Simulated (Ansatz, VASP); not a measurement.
Two plane-wave programs on W

The input INCAR:

```
SYSTEM = W
PREC = Accurate
ENCUT = 520
EDIFF = 1E-6
ISMEAR = 0
SIGMA = 0.15
LREAL = .False.
LASPH = .True.
NELM = 60
ALGO = Fast
ISIF = 2
LWAVE = .False.
LCHARG = .True.
GGA = PE
LELF = .True.
LVHAR = .True.
NBANDS = 13
```

Contents of KPOINTS:

```
Automatic mesh
0
Gamma
  20 20 20
  0 0 0
```

Contents of POSCAR:

```
W
1.0
   -1.5613607500      1.5973000000      1.5613607500
    1.6332392500     -1.5973000000      1.6332392500
    1.5613607500      1.5973000000     -1.5613607500
W
1
Direct
    0.0000000000      0.0000000000      0.0000000000
```

Input for Ansatz:

```yaml
crystal:
  lattice:
    - [-1.56136075, 1.5973, 1.56136075]
    - [1.63323925, -1.5973, 1.63323925]
    - [1.56136075, 1.5973, -1.56136075]
  atoms:
    - { symbol: W, position: [0.0, 0.0, 0.0] }
basis:
  ecutwfc: 420
kpoints:
  mp_grid: { grid: [20, 20, 20] }
hamiltonian:
  xc: pbe
scf:
  occupations: { method: gaussian, width: 0.15 }
output:
  forces: true
  stress: true
  eigenvalues: true
```

Change from the starting cell: strain +0.0450 x Voigt [0, 0, 0, 0, 1, 0], atoms carried along.

Alike in both runs: task single point; functional PBE; k mesh 20 × 20 × 20; occupations gaussian, width 0.15 eV; no spin polarisation.

|  | VASP | Ansatz |
| --- | --- | --- |
| version | VASP 6.6.1 | Ansatz 0.2.0 |
| potentials or method | VASP PAW PBE potentials, release 64 (W_sv), cutoff 520 eV | scalar-relativistic, plane waves, PAW |
| valence electrons in the cell | 14 | 14 |

VASP gave:

```
gap on the k mesh at the Fermi level (eV)                     : none
pressure (GPa)                                                : -2.1
traceless stress, the component that is largest in VASP (GPa) : -6.48
```

Problem. What did Ansatz give for the same quantities?

Solution. gap on the k mesh at the Fermi level (eV): none; pressure (GPa): -2.6; traceless stress, the component that is largest in VASP (GPa): -6.39.

A gap of «none» marks a metal or a gap that the smearing closes. The functional is the same, so the differences come from potentials, cutoffs and numerics.

Spin-orbit coupling is off throughout.
